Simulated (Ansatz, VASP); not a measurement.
# One calculation of TiAl3, two programs

```xyz
4
Lattice="2.7814 0.0000 0.0000 0.0000 4.6711 -0.0234 0.0000 -0.0245 4.8934" Properties=species:S:1:pos:R:3 pbc="T T T"
Ti    0.0000    2.3315    0.7868
Al    1.3907    2.3193    3.2378
Al    1.3907   -0.0082    1.6300
Al    0.0000   -0.0205    4.1089
```

Change from the starting cell: strain -0.0100 x Voigt [0, 0, 0, 1, 0, 0], atoms carried along.

Alike in both runs: task single point; functional PBEsol; k mesh 18 × 10 × 10; occupations gaussian, width 0.15 eV; no spin polarisation.

```csv
,VASP,Ansatz
version,VASP 6.6.1,Ansatz 0.2.0
potentials or method,"VASP PAW PBE potentials, release 64 (Ti_sv, Al), cutoff 520 eV","scalar-relativistic, plane waves, PAW"
valence electrons in the cell,21,21
```

```csv
,VASP,Ansatz,Ansatz less VASP
gap on the k mesh at the Fermi level (eV),none,none,-
pressure (GPa),0.1,0.0,-0.06
"traceless stress, the component that is largest in VASP (GPa)",0.71,0.71,-0.001
rms of the force components (eV/Å),0.005,0.004,-0.0002
```

VASP's potentials were made for PBE, not for PBEsol. Atom by atom the forces differ by 0.001 eV/Å (rms over components). A gap of «none» marks a metal or a gap that the smearing closes.
